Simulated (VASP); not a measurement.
# GaSb (rocksalt type) (Fm-3m) in VASP: a series of runs, part 2 of 2

VASP 6.6.1. Earlier steps stand in the parts before.

**3. Relaxation of cell and atoms, PBE**

This run uses another cell than the first one, of 20.16 Å³/atom.

Contents of INCAR:

```
SYSTEM = GaSb
PREC = Accurate
ENCUT = 600
EDIFF = 1E-6
ISMEAR = -1
SIGMA = 0.05
LREAL = .FALSE.
LASPH = .TRUE.
NELM = 100
ALGO = Normal
ISIF = 3
LWAVE = .FALSE.
LCHARG = .FALSE.
GGA = PE
IBRION = 2
NSW = 60
EDIFFG = -0.005
```

Contents of KPOINTS:

```
regular mesh
0
G
  13 13 13
  0 0 0
```

Contents of POSCAR:

```
GaSb
1.0
    0.0000000000      2.7216090333      2.7216090333
    2.7216090333      0.0000000000      2.7216090333
    2.7216090333      2.7216090333      0.0000000000
Ga Sb
1 1
Direct
    0.0000000000      0.0000000000      0.0000000000
    0.5000000000      0.5000000000      0.5000000000
```

Potentials or basis: VASP PAW PBE potentials, release 64 (Ga_d, Sb).

Launch:

```bash
$ cat potpaw_PBE.64/Ga_d/POTCAR potpaw_PBE.64/Sb/POTCAR > POTCAR
$ mpirun -np 1 vasp_std > vasp.out
```

OUTCAR:

```text
SYSTEM = GaSb
   PREC = Accurate
   ENCUT = 600
   EDIFF = 1E-6
   ISMEAR = -1
   LREAL = .FALSE.
   LASPH = .TRUE.
   NELM = 100
   ISIF = 3
   GGA = PE
   IBRION = 2
   NSW = 60
   EDIFFG = -0.005

 ion  position               nearest neighbor table
   1  0.000  0.000  0.000-   2 2.72   2 2.72   2 2.72   2 2.72   2 2.72   2 2.72
   2  0.500  0.500  0.500-   1 2.72   1 2.72   1 2.72   1 2.72   1 2.72   1 2.72

  LATTYP: Found a face centered cubic cell.
 ALAT       =     5.4432180666

  Lattice vectors:

 A1 = (   0.0000000000,   2.7216090333,   2.7216090333)
 A2 = (   2.7216090333,   0.0000000000,   2.7216090333)
 A3 = (   2.7216090333,   2.7216090333,   0.0000000000)

Analysis of symmetry for initial positions (statically):
=====================================================================
 Subroutine PRICEL returns:
 Original cell was already a primitive cell.

 Routine SETGRP: Setting up the symmetry group for a
 face centered cubic supercell.

 Subroutine GETGRP returns: Found 48 space group operations
 (whereof 48 operations were pure point group operations)
 out of a pool of 48 trial point group operations.

The static configuration has the point symmetry O_h .

Analysis of symmetry for dynamics (positions and initial velocities):
=====================================================================
 Subroutine PRICEL returns:
 Original cell was already a primitive cell.

 Routine SETGRP: Setting up the symmetry group for a
 face centered cubic supercell.

 Subroutine GETGRP returns: Found 48 space group operations
 (whereof 48 operations were pure point group operations)
 out of a pool of 48 trial point group operations.

The dynamic configuration has the point symmetry O_h .

 Subroutine INISYM returns: Found 48 space group operations
 (whereof 48 operations are pure point group operations),
 and found     1 'primitive' translations

----------------------------------------------------------------------------------------

                                     Primitive cell

[... 124 lines left out ...]
  volume of cell :       40.32
 maximum number of plane-waves:      1369
   NGX = 15   NGY = 15   NGZ = 15

--------------------------------------- Ionic step        1  -------------------------------------------

 number of electron      18.0000005 magnetization

 Free energy of the ion-electron system (eV)
  ---------------------------------------------------
  ext. energy  EPLUGINS =         0.00000000
  ---------------------------------------------------
  free energy    TOTEN  =        -6.60485303 eV

  energy without entropy =       -6.59805556  energy(sigma->0) =       -6.60145429

------------------------ aborting loop because EDIFF is reached ----------------------------------------

  FORCE on cell =-STRESS in cart. coord.  units (eV):
  Direction    XX          YY          ZZ          XY          YZ          ZX
  --------------------------------------------------------------------------------------
  -------------------------------------------------------------------------------------
  Total        4.1987099      4.1987099      4.1987099      0.0000000      0.0000000     -0.0000000
  in kB      166.8473240    166.8473240    166.8473240      0.0000000      0.0000000     -0.0000000
  external PRESSURE =     166.8473240 kB  Pullay stress =       0.0000000 kB
[... 23 lines left out ...]
--------------------------------------- Ionic step        2  -------------------------------------------

 number of electron      18.0000008 magnetization

 E-fermi :   5.2391     XC(G=0):  -9.7062

 val. band max:        5.2057040966   @ k =  -0.3846   0.1538   0.0000
 cond. band min:       5.2556616514   @ k =   0.2308   0.0769   0.0000
 fundamental gap:      0.0499575548
 Fermi energy:         5.2391158314

 k-point     1 :       0.0000    0.0000    0.0000
  band No.  band energies     occupation
      1      -9.4825      2.00000
      2      -9.4825      2.00000
      3      -9.4664      2.00000
      4      -9.4664      2.00000
      5      -9.4664      2.00000
      6      -5.8308      2.00000
      7       4.2052      2.00000
      8       5.3866      0.09949
      9       5.3866      0.09949
     10       5.3866      0.09949
     11      11.0209      0.00000
     12      11.0209      0.00000
     13      11.0506      0.00000
[... 475 lines left out ...]
--------------------------------------- Ionic step        5  -------------------------------------------

 number of electron      17.9999988 magnetization

 Free energy of the ion-electron system (eV)
  ---------------------------------------------------
  ext. energy  EPLUGINS =         0.00000000
  ---------------------------------------------------
  free energy    TOTEN  =        -6.96798626 eV

  energy without entropy =       -6.96045096  energy(sigma->0) =       -6.96421861

 E-fermi :   6.2982     XC(G=0): -10.1503

 val. band max:        6.2366665684   @ k =  -0.4615   0.2308   0.0000
 cond. band min:       6.3317198897   @ k =   0.2308   0.0769   0.0000
 fundamental gap:      0.0950533213
 Fermi energy:         6.2981884795

 k-point     1 :       0.0000    0.0000    0.0000
  band No.  band energies     occupation
      1      -8.5205      2.00000
      2      -8.5205      2.00000
      3      -8.5001      2.00000
      4      -8.5001      2.00000
      5      -8.5001      2.00000
      6      -5.4579      2.00000
      7       6.0192      1.99249
      8       6.4417      0.10720
      9       6.4417      0.10720
     10       6.4417      0.10720
     11      12.4411      0.00000
     12      12.4411      0.00000
     13      12.4411      0.00000
[... 397 lines left out ...]
  FREE ENERGIE OF THE ION-ELECTRON SYSTEM (eV)
  ---------------------------------------------------
  free  energy   TOTEN  =        -6.9679862570 eV

  energy  without entropy=       -6.9604509630  energy(sigma->0) =       -6.96421861

 reached required accuracy - stopping structural energy minimisation
```

OSZICAR:

```text
N       E                     dE             d eps       ncg     rms          rms(c)
DAV:   1     0.806696687781E+02    0.80670E+02   -0.96084E+03  2208   0.211E+03
DAV:   2    -0.119278954954E+01   -0.81862E+02   -0.79634E+02  2404   0.345E+02
DAV:   3    -0.653245147635E+01   -0.53397E+01   -0.52281E+01  2650   0.716E+01
DAV:   4    -0.661931882442E+01   -0.86867E-01   -0.86771E-01  2644   0.999E+00
[... 40 lines left out ...]
DAV:   1    -0.696815752561E+01   -0.18953E-03   -0.24462E-03  2694   0.874E-01    0.756E-02
DAV:   2    -0.696802294980E+01    0.13458E-03   -0.26861E-04  2674   0.322E-01    0.348E-02
DAV:   3    -0.696798968941E+01    0.33260E-04   -0.38218E-05  2819   0.107E-01    0.800E-03
DAV:   4    -0.696798642343E+01    0.32660E-05   -0.34065E-06  2314   0.266E-02    0.218E-03
DAV:   5    -0.696798625696E+01    0.16647E-06   -0.24156E-07  1147   0.709E-03
   5 F= -.69679863E+01 E0= -.69642186E+01  d E =-.183748E-04
```

CONTCAR:

```text
GaSb
   1.00000000000000
     0.0000000000000000    2.8997526121615422    2.8997526121615422
     2.8997526121615422   -0.0000000000000000    2.8997526121615422
     2.8997526121615422    2.8997526121615422   -0.0000000000000000
  Ga              Sb
     1     1
Direct
     0.0000000000000000    0.0000000000000000    0.0000000000000000
     0.5000000000000000    0.5000000000000000    0.5000000000000000

  0.00000000E+00  0.00000000E+00  0.00000000E+00
  0.00000000E+00  0.00000000E+00  0.00000000E+00
```

It took 3.7 min on 1 thread of Intel Xeon 8259CL, shared host; peak memory 0.23 GiB.

Results:

| Property | Result |
| --- | --- |
| Free energy | -6.9680 eV |
| Relaxed volume | 24.38 Å³/atom |
| Relaxed cell | a = 4.101 Å, b = 4.101 Å, c = 4.101 Å, α = 60.00°, β = 60.00°, γ = 60.00° |
| Space group after relaxing (to 0.1 Å) | Fm-3m (No. 225) |
| Energy gained by relaxing | 181.6 meV/atom |
| Ionic steps | 5 |
| Pressure after relaxing | 0.0 GPa |
| Band gap on the k mesh | zero (bands 9 and 10 overlap by 3.15 eV) |

The path:
```
step  energy change (eV)  largest force (eV/Å)  pressure (GPa)  volume (Å³)
   1              0.0000                0.0000           16.68        40.32
   2             -0.2871                0.0000           -4.14        53.85
   3             -0.3631                0.0000            0.10        48.64
   4             -0.3631                0.0000           -0.05        48.82
   5             -0.3631                0.0000            0.00        48.77
```

Final structure:
```xyz
2
Lattice="0.0000 2.8998 2.8998 2.8998 0.0000 2.8998 2.8998 2.8998 0.0000" Properties=species:S:1:pos:R:3 pbc="T T T"
Ga    0.0000    0.0000    0.0000
Sb    2.8998    2.8998    2.8998
```

Caveat: the volume moved by over 15 % at a fixed basis, so the end points are rough; spin-orbit coupling is left out, which moves the levels of the heavy elements.

The gap in the log of VASP goes by the Fermi energy; the results here count the filled bands.